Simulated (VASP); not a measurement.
Mg: single point with PBEsol

Crystal: Mg.

```
Mg
1.0
     3.27221    0.00000    0.00000
    -1.63611    2.83382    0.00000
     0.00000    0.00000    5.31252
Mg
2
Direct
  0.33333 0.66667 0.25000
  0.66667 0.33333 0.75000
```

This cell differs from its parent crystal: volume scaled by 1.06.

```
Program             : VASP 6.6.1
Task                : single point
Functional          : PBEsol
Potentials or basis : VASP PAW PBE potentials, release 64 (Mg)
Cutoff              : 520 eV
k mesh              : 12 × 12 × 7
Occupations         : fermi-dirac, width 0.08 eV
Spin                : no spin polarisation
```

- Pressure: -2.9 GPa
- Band gap on the k mesh: zero (band 2 reaches 3.22 eV, above the bottom of band 3 at 1.00 eV)

Stress tensor (GPa, compression positive):
```
-2.64  0.00  0.00
 0.00 -2.64  0.00
 0.00  0.00 -3.35
```

Levels at points of the mesh, in eV from the Fermi level:
```
           k point  band 1  band 2  band 3  band 4  band 5  band 6
(0.00, 0.00, 0.00)   -6.60   -1.54   -1.21   10.54   10.54   10.56
(0.50, 0.00, 0.00)   -2.03   -1.99    2.59    3.02    3.12    3.54
```

Run time: 8.6 s on 1 thread of Intel(R) Xeon(R) Platinum 8559C (Emerald Rapids), on a shared host, peak memory 0.17 GiB.

Caveat: the PAW data sets were made with another functional, which shifts forces and pressure a little.
